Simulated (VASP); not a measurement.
# CdS (P6_3mc) in VASP: a series of runs

Runs on CdS. Level: PBEsol. Tasks: single point.

Everything below comes from runs of VASP 6.6.1. Logs are shortened: lines on timing, memory, paths and dates and some standing lists are left out, and cuts for length are marked.

## Step 1: The cell of the first run

The structure is hexagonal, space group P6_3mc (No. 186). The conventional cell has a = 4.103 Å, b = 4.103 Å, c = 6.741 Å, α = 90.00°, β = 90.00°, γ = 120.00°. Cd (site symmetry 3m) has 4 S at 2.52 Å within 3.3 Å. Within 3.3 Å of S (site symmetry 3m) lie 4 Cd at 2.52 Å.

## Step 2: Single point, PBEsol, non-collinear spin, zero start, spin-orbit coupling (film at in-plane strain -0.005)

INCAR

```
SYSTEM = CdS
  PREC = Accurate
  ENCUT = 520
  EDIFF = 1E-6
  ISMEAR = 0
  SIGMA = 0.01
  LREAL = .False.
  LASPH = .True.
  NELM = 150
  ALGO = Normal
  ISIF = 2
  LWAVE = .False.
  LCHARG = .False.
  MAGMOM = 0 0 0 0 0 0 0 0 0 0 0 0
  LORBIT = 11
  LSORBIT = .True.
  GGA_COMPAT = .False.
  LORBMOM = .True.
  GGA = PS
  NBANDS = 50
```

KPOINTS

```
regular mesh
0
Gamma
  6 6 4
  0 0 0
```

POSCAR

```
CdS
1.0
    4.1032382771      0.0000000000      0.0000000000
   -2.0516191385      3.5535085857      0.0000000000
    0.0000000000      0.0000000000      6.7412443966
Cd S
2 2
Direct
    0.3333333333      0.6666666667      0.0003934699
    0.6666666667      0.3333333333      0.5003934699
    0.3333333333      0.6666666667      0.3746065301
    0.6666666667      0.3333333333      0.8746065301
```

Potentials or basis: VASP PAW PBE potentials, release 64 (Cd, S).

Command:

```bash
$ cat potpaw_PBE.64/Cd/POTCAR potpaw_PBE.64/S/POTCAR > POTCAR
$ mpirun -np 1 vasp_ncl > vasp.out
```

OUTCAR:

```text
SYSTEM = CdS
   PREC = Accurate
   ENCUT = 520
   EDIFF = 1E-6
   ISMEAR = 0
   LREAL = .False.
   LASPH = .True.
   NELM = 150
   ISIF = 2
   LORBIT = 11
   LSORBIT = .True.
   GGA = PS

 ion  position               nearest neighbor table
   1  0.333  0.667  0.000-   4 2.52   4 2.52   4 2.52   3 2.52
   2  0.667  0.333  0.500-   3 2.52   3 2.52   3 2.52   4 2.52
   3  0.333  0.667  0.375-   2 2.52   2 2.52   2 2.52   1 2.52
   4  0.667  0.333  0.875-   1 2.52   1 2.52   1 2.52   2 2.52

  LATTYP: Found a hexagonal cell.
 ALAT       =     4.1032382771
 C/A-ratio  =     1.6429083425

  Lattice vectors:

 A1 = (   4.1032382771,   0.0000000000,   0.0000000000)
 A2 = (  -2.0516191385,   3.5535085857,   0.0000000000)
 A3 = (   0.0000000000,   0.0000000000,   6.7412443966)

Analysis of symmetry for initial positions (statically):
=====================================================================
 Subroutine PRICEL returns:
 Original cell was already a primitive cell.

 Routine SETGRP: Setting up the symmetry group for a
 hexagonal supercell.

 Subroutine GETGRP returns: Found 12 space group operations
 (whereof  6 operations were pure point group operations)
 out of a pool of 24 trial point group operations.

The static configuration has the point symmetry C_3v.
 The point group associated with its full space group is C_6v.

Analysis of symmetry for dynamics (positions and initial velocities):
=====================================================================
 Subroutine PRICEL returns:
 Original cell was already a primitive cell.

 Routine SETGRP: Setting up the symmetry group for a
 hexagonal supercell.

 Subroutine GETGRP returns: Found 12 space group operations
 (whereof  6 operations were pure point group operations)
 out of a pool of 24 trial point group operations.

The dynamic configuration has the point symmetry C_3v.
 The point group associated with its full space group is C_6v.

Analysis of structural, dynamic, and magnetic symmetry:
=====================================================================
 Subroutine PRICEL returns:
 Original cell was already a primitive cell.

 Routine SETGRP: Setting up the symmetry group for a
 hexagonal supercell.

 Subroutine GETGRP returns: Found 12 space group operations
 (whereof  6 operations were pure point group operations)
 out of a pool of 24 trial point group operations.

The overall configuration has the point symmetry C_3v.
 The point group associated with its full space group is C_6v.
[... 1417 lines left out ...]
 -----------------------------------------------------------------------------------
    total drift:                               -0.000000      0.000000      0.000085

  FREE ENERGIE OF THE ION-ELECTRON SYSTEM (eV)
  ---------------------------------------------------
  free  energy   TOTEN  =       -13.6868471556 eV

  energy  without entropy=      -13.6868471556  energy(sigma->0) =      -13.68684716

 orbital moment (x)

 # of ion     p       d       tot
 ----------------------------------------
  1        -0.000  -0.000  -0.000
  2        -0.000   0.000   0.000
  3         0.000   0.000   0.000
  4        -0.000   0.000  -0.000
 ----------------------------------------
           -0.000   0.000   0.000

 orbital moment (y)

 # of ion     p       d       tot
 ----------------------------------------
  1        -0.000   0.000   0.000
  2         0.000  -0.000  -0.000
  3        -0.000   0.000  -0.000
  4        -0.000   0.000  -0.000
 ----------------------------------------
           -0.000  -0.000  -0.000

 orbital moment (z)

 # of ion     p       d       tot
 ----------------------------------------
  1         0.000  -0.000  -0.000
  2         0.000  -0.000  -0.000
  3         0.000   0.000   0.000
  4         0.000   0.000   0.000
 ----------------------------------------
            0.000  -0.000  -0.000

 Spin-Orbit-Coupling matrix elements

 Ion:    1  E_soc:     -0.0577406
 l=   1
     0.0000000    -0.0025544    -0.0025725
    -0.0025544     0.0000000    -0.0025544
    -0.0025725    -0.0025544     0.0000000
 l=   2
     0.0000000    -0.0014049     0.0000000    -0.0014049    -0.0056721
    -0.0014049     0.0000000    -0.0042529    -0.0013913    -0.0014049
     0.0000000    -0.0042529     0.0000000    -0.0042529     0.0000000
    -0.0014049    -0.0013913    -0.0042529     0.0000000    -0.0014049
    -0.0056721    -0.0014049     0.0000000    -0.0014049     0.0000000
 l=   3
     0.0000000     0.0000000     0.0000000     0.0000000     0.0000000     0.0000000     0.0000000
     0.0000000     0.0000000     0.0000000     0.0000000     0.0000000     0.0000000     0.0000000
     0.0000000     0.0000000     0.0000000     0.0000000     0.0000000     0.0000000     0.0000000
     0.0000000     0.0000000     0.0000000     0.0000000     0.0000000     0.0000000     0.0000000
[... 49 lines left out ...]
 l=   2
     0.0000000     0.0000000     0.0000000     0.0000000     0.0000000
     0.0000000     0.0000000     0.0000000     0.0000000     0.0000000
     0.0000000     0.0000000     0.0000000     0.0000000     0.0000000
     0.0000000     0.0000000     0.0000000     0.0000000     0.0000000
     0.0000000     0.0000000     0.0000000     0.0000000     0.0000000
 l=   3
     0.0000000     0.0000000     0.0000000     0.0000000     0.0000000     0.0000000     0.0000000
     0.0000000     0.0000000     0.0000000     0.0000000     0.0000000     0.0000000     0.0000000
     0.0000000     0.0000000     0.0000000     0.0000000     0.0000000     0.0000000     0.0000000
     0.0000000     0.0000000     0.0000000     0.0000000     0.0000000     0.0000000     0.0000000
     0.0000000     0.0000000     0.0000000     0.0000000     0.0000000     0.0000000     0.0000000
     0.0000000     0.0000000     0.0000000     0.0000000     0.0000000     0.0000000     0.0000000
     0.0000000     0.0000000     0.0000000     0.0000000     0.0000000     0.0000000     0.0000000

 total charge

# of ion       s       p       d       tot
------------------------------------------
    1        0.432   0.338   9.561  10.330
    2        0.432   0.338   9.561  10.330
    3        1.317   2.381   0.000   3.698
    4        1.317   2.381   0.000   3.698
--------------------------------------------------
tot          3.497   5.437  19.121  28.055

 magnetization (x)

# of ion       s       p       d       tot
------------------------------------------
    1        0.000   0.000   0.000   0.000
    2       -0.000   0.000  -0.000  -0.000
    3       -0.000   0.000   0.000   0.000
    4        0.000  -0.000   0.000  -0.000
--------------------------------------------------
tot         -0.000  -0.000   0.000  -0.000

 magnetization (y)

# of ion       s       p       d       tot
------------------------------------------
    1        0.000   0.000   0.000   0.000
    2        0.000   0.000   0.000   0.000
    3        0.000   0.000   0.000   0.000
    4        0.000   0.000   0.000   0.000
--------------------------------------------------
tot          0.000   0.000   0.000   0.000

 magnetization (z)

# of ion       s       p       d       tot
------------------------------------------
    1        0.000   0.000   0.000   0.000
    2        0.000   0.000   0.000   0.000
    3        0.000  -0.000   0.000  -0.000
    4        0.000  -0.000   0.000  -0.000
--------------------------------------------------
tot          0.000  -0.000   0.000   0.000
```

OSZICAR:

```text
N       E                     dE             d eps       ncg     rms          rms(c)
DAV:   1     0.261763755901E+03    0.26176E+03   -0.17309E+04  2800   0.133E+03
DAV:   2     0.212172570119E+01   -0.25964E+03   -0.25003E+03  3108   0.341E+02
DAV:   3    -0.144536338381E+02   -0.16575E+02   -0.16447E+02  3316   0.854E+01
DAV:   4    -0.146785709328E+02   -0.22494E+00   -0.22461E+00  3166   0.947E+00
DAV:   5    -0.146822932490E+02   -0.37223E-02   -0.37216E-02  3292   0.120E+00    0.115E+01
DAV:   6    -0.137115470740E+02    0.97075E+00   -0.17876E+00  3434   0.159E+01    0.889E+00
DAV:   7    -0.136982527320E+02    0.13294E-01   -0.80507E-01  3016   0.508E+00    0.384E+00
DAV:   8    -0.136888297172E+02    0.94230E-02   -0.12488E-01  3234   0.368E+00    0.736E-01
DAV:   9    -0.136865125548E+02    0.23172E-02   -0.13380E-02  3240   0.149E+00    0.320E-01
DAV:  10    -0.136867908989E+02   -0.27834E-03   -0.18313E-03  3092   0.311E-01    0.116E-01
DAV:  11    -0.136867624968E+02    0.28402E-04   -0.30000E-04  3200   0.202E-01    0.714E-02
DAV:  12    -0.136868481024E+02   -0.85606E-04   -0.21741E-04  2904   0.984E-02    0.494E-02
DAV:  13    -0.136868471556E+02    0.94684E-06   -0.88826E-06  3214   0.214E-02
   1 F= -.13686847E+02 E0= -.13686847E+02  d E =-.186135E-17  mag=     0.0000     0.0000    -0.0000
```

stdout:

```text
POSCAR found type information on POSCAR CdS
 POSCAR found :  2 types and       4 ions
 scaLAPACK will be used
 -----------------------------------------------------------------------------
|                                                                             |
|                                                                             |
|     You enforced a specific xc type in the INCAR file but a different       |
|     I HOPE YOU KNOW WHAT YOU ARE DOING!                                     |
|                                                                             |
 -----------------------------------------------------------------------------

 LDA part: xc-table for (Slater+PW92), standard interpolation
 POSCAR, INCAR and KPOINTS ok, starting setup
 FFT: planning ... GRIDC
 FFT: planning ... GRID_SOFT
 FFT: planning ... GRID
 WAVECAR not read
 entering main loop
```

Run time: 6.3 min. Hardware: 1 thread of Intel Xeon 8259CL, shared host; peak memory 0.52 GiB.

Results:

```yaml
Free_energy: -13.6868 eV
Pressure: 0.7 GPa
Net_moment: 0.00 μB per cell
Valence_electrons_inside_the_program's_atomic_spheres: Cd 10.33; S 3.70
```

Moments on the atoms (μB; x, y, z):
```
Cd  0.00 0.00 0.00
Cd  0.00 0.00 0.00
S   0.00 0.00 0.00
S   0.00 0.00 0.00
```

Caveat: the cell differs from its parent crystal (film at in-plane strain -0.005); the PAW data sets were made with another functional, which shifts forces and pressure a little.

## Step 3: Single point, PBEsol, non-collinear spin, zero start, spin-orbit coupling (film at in-plane strain +0.005)

INCAR

```
  ALGO = Normal
  EDIFF = 1E-6
  ENCUT = 520
  GGA = PS
  GGA_COMPAT = False
  ISIF = 2
  ISMEAR = 0
  LASPH = True
  LCHARG = False
  LORBIT = 11
  LORBMOM = True
  LREAL = False
  LSORBIT = True
  LWAVE = False
  MAGMOM = 0 0 0 0 0 0 0 0 0 0 0 0
  NBANDS = 50
  NELM = 150
  PREC = Accurate
  SIGMA = 0.01
```

KPOINTS

```
k-points
0
Gamma
  6 6 4
```

POSCAR

```
CdS
1.0
    4.1444768527      0.0000000000      0.0000000000
   -2.0722384264      3.5892222399      0.0000000000
    0.0000000000      0.0000000000      6.6782173474
Cd S
2 2
Direct
    0.3333333333      0.6666666667     -0.0018872034
    0.6666666667      0.3333333333      0.4981127966
    0.3333333333      0.6666666667      0.3768872034
    0.6666666667      0.3333333333      0.8768872034
```

Potentials or basis: VASP PAW PBE potentials, release 64 (Cd, S).

Command:

```bash
$ cat potpaw_PBE.64/Cd/POTCAR potpaw_PBE.64/S/POTCAR > POTCAR
$ mpirun -np 1 vasp_ncl > vasp.out
```

Run time: 5.2 min. Hardware: 1 thread of Intel Xeon 8259CL, shared host; peak memory 0.52 GiB.

The run converged. Its results:

| Quantity | Value |
| --- | --- |
| Free energy | -13.6895 eV |
| Pressure | 0.1 GPa |
| Net moment | 0.00 μB per cell |
| Valence electrons inside the program's atomic spheres | Cd 10.32; S 3.69 |

Stress tensor (GPa, compression positive):
```
-0.10  0.00  0.00
 0.00 -0.10  0.00
 0.00  0.00  0.36
```

Moments on the atoms (μB; x, y, z):
```
Cd  0.00 0.00 0.00
Cd  0.00 0.00 0.00
S   0.00 0.00 0.00
S   0.00 0.00 0.00
```

Caveat: the cell differs from its parent crystal (film at in-plane strain +0.005); the PAW data sets were made with another functional, which shifts forces and pressure a little.

## Step 4: Single point, PBEsol, non-collinear spin, zero start, spin-orbit coupling (film at in-plane strain -0.02)

INCAR

```
SYSTEM = CdS
  PREC = Accurate
  ENCUT = 520
  EDIFF = 1E-6
  ISMEAR = 0
  SIGMA = 0.01
  LREAL = .False.
  LASPH = .True.
  NELM = 150
  ALGO = Normal
  ISIF = 2
  LWAVE = .False.
  LCHARG = .True.
  MAGMOM = 0 0 0 0 0 0 0 0 0 0 0 0
  LORBIT = 11
  LSORBIT = .True.
  GGA_COMPAT = .False.
  LORBMOM = .True.
  GGA = PS
  LVHAR = .True.
  NBANDS = 50
```

KPOINTS

```
Automatic mesh
0
Gamma
  6 6 4
  0 0 0
```

POSCAR

```
CdS
1.0
    4.0413804136      0.0000000000      0.0000000000
   -2.0206902068      3.4999381045      0.0000000000
    0.0000000000      0.0000000000      6.8359641799
Cd S
2 2
Direct
    0.3333333333      0.6666666667      0.0037833314
    0.6666666667      0.3333333333      0.5037833314
    0.3333333333      0.6666666667      0.3712166686
    0.6666666667      0.3333333333      0.8712166686
```

Potentials or basis: VASP PAW PBE potentials, release 64 (Cd, S).

Command:

```bash
$ cat potpaw_PBE.64/Cd/POTCAR potpaw_PBE.64/S/POTCAR > POTCAR
$ mpirun -np 1 vasp_ncl > vasp.out
```

OUTCAR:

```text
SYSTEM = CdS
   PREC = Accurate
   ENCUT = 520
   EDIFF = 1E-6
   ISMEAR = 0
   LREAL = .False.
   LASPH = .True.
   NELM = 150
   ISIF = 2
   LORBIT = 11
   LSORBIT = .True.
   GGA = PS

 ion  position               nearest neighbor table
   1  0.333  0.667  0.004-   4 2.50   4 2.50   4 2.50   3 2.51
   2  0.667  0.333  0.504-   3 2.50   3 2.50   3 2.50   4 2.51
   3  0.333  0.667  0.371-   2 2.50   2 2.50   2 2.50   1 2.51
   4  0.667  0.333  0.871-   1 2.50   1 2.50   1 2.50   2 2.51

  LATTYP: Found a hexagonal cell.
 ALAT       =     4.0413804136
 C/A-ratio  =     1.6914923814

  Lattice vectors:

 A1 = (   4.0413804136,   0.0000000000,   0.0000000000)
 A2 = (  -2.0206902068,   3.4999381045,   0.0000000000)
 A3 = (   0.0000000000,   0.0000000000,   6.8359641799)

Analysis of symmetry for initial positions (statically):
=====================================================================
 Subroutine PRICEL returns:
 Original cell was already a primitive cell.

 Routine SETGRP: Setting up the symmetry group for a
 hexagonal supercell.

 Subroutine GETGRP returns: Found 12 space group operations
[... 1505 lines left out ...]
     0.0000000     0.0000000     0.0000000     0.0000000     0.0000000     0.0000000     0.0000000
     0.0000000     0.0000000     0.0000000     0.0000000     0.0000000     0.0000000     0.0000000
     0.0000000     0.0000000     0.0000000     0.0000000     0.0000000     0.0000000     0.0000000
     0.0000000     0.0000000     0.0000000     0.0000000     0.0000000     0.0000000     0.0000000
[... 49 lines left out ...]
 l=   2
     0.0000000     0.0000000     0.0000000     0.0000000     0.0000000
     0.0000000     0.0000000     0.0000000     0.0000000     0.0000000
     0.0000000     0.0000000     0.0000000     0.0000000     0.0000000
     0.0000000     0.0000000     0.0000000     0.0000000     0.0000000
     0.0000000     0.0000000     0.0000000     0.0000000     0.0000000
 l=   3
     0.0000000     0.0000000     0.0000000     0.0000000     0.0000000     0.0000000     0.0000000
     0.0000000     0.0000000     0.0000000     0.0000000     0.0000000     0.0000000     0.0000000
     0.0000000     0.0000000     0.0000000     0.0000000     0.0000000     0.0000000     0.0000000
     0.0000000     0.0000000     0.0000000     0.0000000     0.0000000     0.0000000     0.0000000
     0.0000000     0.0000000     0.0000000     0.0000000     0.0000000     0.0000000     0.0000000
     0.0000000     0.0000000     0.0000000     0.0000000     0.0000000     0.0000000     0.0000000
     0.0000000     0.0000000     0.0000000     0.0000000     0.0000000     0.0000000     0.0000000

 total charge

# of ion       s       p       d       tot
------------------------------------------
    1        0.435   0.347   9.561  10.343
    2        0.435   0.347   9.561  10.343
    3        1.316   2.387   0.000   3.704
    4        1.316   2.387   0.000   3.704
--------------------------------------------------
tot          3.503   5.470  19.121  28.094

 magnetization (x)

# of ion       s       p       d       tot
------------------------------------------
    1        0.000   0.000  -0.000  -0.000
    2        0.000   0.000  -0.000  -0.000
    3       -0.000  -0.000   0.000  -0.000
    4        0.000   0.000   0.000   0.000
--------------------------------------------------
tot         -0.000   0.000  -0.000  -0.000

 magnetization (y)

# of ion       s       p       d       tot
------------------------------------------
    1        0.000   0.000   0.000   0.000
    2        0.000  -0.000   0.000  -0.000
    3        0.000   0.000   0.000   0.000
    4        0.000   0.000   0.000   0.000
--------------------------------------------------
tot          0.000  -0.000   0.000  -0.000

 magnetization (z)

# of ion       s       p       d       tot
------------------------------------------
    1       -0.000   0.000  -0.000  -0.000
    2        0.000   0.000   0.000   0.000
    3       -0.000   0.000   0.000  -0.000
    4       -0.000  -0.000   0.000  -0.000
--------------------------------------------------
tot         -0.000   0.000  -0.000  -0.000
```

OSZICAR:

```text
N       E                     dE             d eps       ncg     rms          rms(c)
DAV:   1     0.261746493018E+03    0.26175E+03   -0.17418E+04  2800   0.133E+03
DAV:   2     0.199742801084E+01   -0.25975E+03   -0.24985E+03  3104   0.341E+02
DAV:   3    -0.144340089269E+02   -0.16431E+02   -0.16308E+02  3282   0.854E+01
DAV:   4    -0.146570385701E+02   -0.22303E+00   -0.22266E+00  3166   0.943E+00
DAV:   5    -0.146607365096E+02   -0.36979E-02   -0.36970E-02  3280   0.121E+00    0.119E+01
DAV:   6    -0.136866530954E+02    0.97408E+00   -0.17928E+00  3462   0.161E+01    0.915E+00
DAV:   7    -0.136734390839E+02    0.13214E-01   -0.84485E-01  3042   0.522E+00    0.380E+00
DAV:   8    -0.136624258814E+02    0.11013E-01   -0.13486E-01  3234   0.384E+00    0.758E-01
DAV:   9    -0.136602871660E+02    0.21387E-02   -0.13836E-02  3248   0.152E+00    0.328E-01
DAV:  10    -0.136605588788E+02   -0.27171E-03   -0.17950E-03  3064   0.316E-01    0.120E-01
DAV:  11    -0.136605159236E+02    0.42955E-04   -0.29986E-04  3246   0.206E-01    0.713E-02
DAV:  12    -0.136605923981E+02   -0.76474E-04   -0.23114E-04  2922   0.110E-01    0.477E-02
DAV:  13    -0.136605904451E+02    0.19530E-05   -0.12507E-05  3222   0.288E-02    0.285E-02
DAV:  14    -0.136605904552E+02   -0.10157E-07   -0.77993E-07  2408   0.429E-03
   1 F= -.13660590E+02 E0= -.13660590E+02  d E =-.580182E-29  mag=     0.0000    -0.0000     0.0000
```

Wall time 2.3 min (1 thread of Intel Xeon Platinum 8559C (Emerald Rapids), shared host); peak memory 0.49 GiB.

What came out:

- Free energy: -13.6606 eV
- Pressure: 1.7 GPa
- Largest force: 0.005 eV/Å
- Net moment: 0.00 μB per cell
- Valence electrons inside the program's atomic spheres: Cd 10.34; S 3.70

Forces in eV/Å, atoms in the order of the input:
```
Cd   0.000  0.000  0.005
Cd   0.000  0.000  0.005
S    0.000  0.000 -0.005
S    0.000  0.000 -0.005
```

Stress tensor (GPa, compression positive):
```
2.38 0.00 0.00
0.00 2.38 0.00
0.00 0.00 0.41
```

Moments on the atoms (μB; x, y, z):
```
Cd  0.00 0.00 0.00
Cd  0.00 0.00 0.00
S   0.00 0.00 0.00
S   0.00 0.00 0.00
```

Caveat: the cell differs from its parent crystal (film at in-plane strain -0.02); the PAW data sets were made with another functional, which shifts forces and pressure a little.

(Part 1 of 2 ends here.)
